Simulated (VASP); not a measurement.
Set up this calculation in VASP 6.6.1, as the native input.

```yaml
Task: single point
Functional: LDA
Potentials_or_basis: VASP PAW LDA potentials, release 64 (Zn, S)
Cutoff: 520 eV
k_mesh: 8 × 8 × 8
Occupations: gaussian, width 0.01 eV
Spin: no spin polarisation
Dipole_correction: no
Further_INCAR_settings: ALGO = Normal; EDIFF = 1e-06; NBANDS = 16
```

The structure of ZnS lies in POSCAR:

```
ZnS
1.0
    2.6484687084      2.6484687084      0.0000000000
   -2.6484687084      2.6484687084      0.0000000000
    0.0000000000      2.6484687084      2.6484687084
Zn S
1 1
Direct
    0.7500000000      0.2500000000      0.5000000000
    0.0000000000      0.0000000000      0.0000000000
```

One way to write it, as run:

INCAR

```
SYSTEM = ZnS
  PREC = Accurate
  ENCUT = 520
  EDIFF = 1E-6
  ISMEAR = 0
  SIGMA = 0.01
  LREAL = .False.
  LASPH = .True.
  NELM = 100
  ALGO = Normal
  ISIF = 2
  LWAVE = .False.
  LCHARG = .False.
  NBANDS = 16
```

KPOINTS

```
regular mesh
0
Gamma
  8 8 8
  0 0 0
```

Potentials or basis: VASP PAW LDA potentials, release 64 (Zn, S).

Run with:

```bash
$ cat potpaw_LDA.64/Zn/POTCAR potpaw_LDA.64/S/POTCAR > POTCAR
$ mpirun -np 1 vasp_std > vasp.out
```

Results of the run:

```json
{
 "Pressure": "0.2 GPa",
 "Band gap on the k mesh": "2.16 eV, direct"
}
```

It took 27 s on 1 thread of AMD EPYC 7R13 (shared host), peak memory 0.11 GiB.
